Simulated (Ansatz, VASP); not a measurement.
## Two plane-wave programs on KHf3O2

The input INCAR:

```
PREC = Accurate ; ENCUT = 600
EDIFF = 1E-6 ; ISMEAR = 0
SIGMA = 0.1 ; LREAL = False
LASPH = True ; NELM = 80
ALGO = Normal ; ISIF = 3
LWAVE = False ; LCHARG = False
GGA = PE ; IBRION = 2
NSW = 90 ; EDIFFG = -0.04
```

File KPOINTS:

```
regular mesh
0
Gamma
  6 6 4
```

Contents of POSCAR:

```
KHf3O2
1.0
    4.7227886359      0.0000000000      0.0000000000
   -2.3613943180      4.0900549354      0.0000000000
    0.0000000000      0.0000000000      5.8945473355
K Hf O
1 3 2
Direct
    0.6666666667      0.3333333333      0.0000000000
    0.6666666667      0.3333333333      0.5000000000
    0.0000000000      0.0000000000      0.0000000000
    0.0000000000      0.0000000000      0.5000000000
    0.3333333333      0.6666666667      0.2353680434
    0.3333333333      0.6666666667      0.7646319566
```

Input for Ansatz:

```yaml
crystal:
  lattice:
    - [4.7227886359, 0.0, 0.0]
    - [-2.361394318, 4.0900549354, 0.0]
    - [0.0, 0.0, 5.8945473355]
  atoms:
    - { symbol: K, position: [0.6666666667, 0.3333333333, 0.0] }
    - { symbol: Hf, position: [0.6666666667, 0.3333333333, 0.5] }
    - { symbol: Hf, position: [0.0, 0.0, 0.0] }
    - { symbol: Hf, position: [0.0, 0.0, 0.5] }
    - { symbol: O, position: [0.3333333333, 0.6666666667, 0.2353680434] }
    - { symbol: O, position: [0.3333333333, 0.6666666667, 0.7646319566] }
basis:
  ecutwfc: 420
kpoints:
  mp_grid: { grid: [6, 6, 4] }
hamiltonian:
  xc: pbe
scf:
  occupations: { method: gaussian, width: 0.1 }
  lower_state_search: "off"
output:
  forces: true
  stress: true
  eigenvalues: true
relax:
  adjacent_minimum: "off"
  f_tol: 0.04
  max_steps: 70
  cell: { stress_tol: 0.4 }
```

Change from the starting cell: species swapped into the Gd2CoNi3 type (P-6m2, No. 187).

Alike in both runs: task relaxation of cell and atoms; functional PBE; k mesh 6 × 6 × 4; occupations gaussian, width 0.1 eV; no spin polarisation.

|  | VASP | Ansatz |
| --- | --- | --- |
| version | VASP 6.6.1 | Ansatz 0.2.0 |
| potentials or method | VASP PAW PBE potentials, release 64 (K_sv, Hf_pv, O), cutoff 600 eV | scalar-relativistic, plane waves, PAW |
| valence electrons in the cell | 51 | 99 |

```csv
,VASP,Ansatz,Ansatz less VASP
"gap on the k mesh at the Fermi level, each at its own relaxed structure (eV)",none,none,-
relaxed volume (Å³/atom),18.58,18.82,+0.244
relaxed length of the cell vector where the two differ most in proportion (Å),4.694,4.718,+0.0238
```

A gap of «none» marks a metal or a gap that the smearing closes. VASP's potentials hold 51 valence electrons a cell and Ansatz's 99, so a difference there can come from the potentials and not from the codes.

Neither program's run includes spin-orbit coupling.
